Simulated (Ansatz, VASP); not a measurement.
## Zr2TeS in VASP and in Ansatz

```
Zr Te S
1.0
     1.89495    1.09405    6.65162
    -1.89495    1.09405    6.65162
     0.00000   -2.18810    6.65162
Zr Te S
2 1 1
Direct
  0.22826 0.22826 0.22826
  0.77174 0.77174 0.77174
  0.00000 0.00000 0.00000
  0.50000 0.50000 0.50000
```

Alike in both runs: functional PBEsol; k mesh 15 × 15 × 15; occupations fermi-dirac, width 0.15 eV; no spin polarisation.

Ansatz relaxed the structure, and its values are those at the end. VASP's run is a single point on that final structure, the one shown.

|  | VASP | Ansatz |
| --- | --- | --- |
| version | VASP 6.6.1 | Ansatz 0.2.0 |
| potentials or method | VASP PAW PBE potentials, release 64 (Zr_sv, Te, S), cutoff 520 eV | scalar-relativistic, plane waves, PAW |
| valence electrons in the cell | 36 | 46 |

Ansatz gave:

| Quantity | Value |
| --- | --- |
| gap on the k mesh at the Fermi level (eV) | none |
| pressure (GPa) | 0.0 |
| rms of the force components (eV/Å) | 0.000 |

Problem. Estimate VASP's values.

Solution. gap on the k mesh at the Fermi level (eV): none; pressure (GPa): 0.2; rms of the force components (eV/Å): 0.005.

VASP's potentials were made for PBE, not for PBEsol. A gap of «none» marks a metal or a gap that the smearing closes. VASP's potentials hold 36 valence electrons a cell and Ansatz's 46, so a difference there can come from the potentials and not from the codes.

Neither program's run includes spin-orbit coupling.
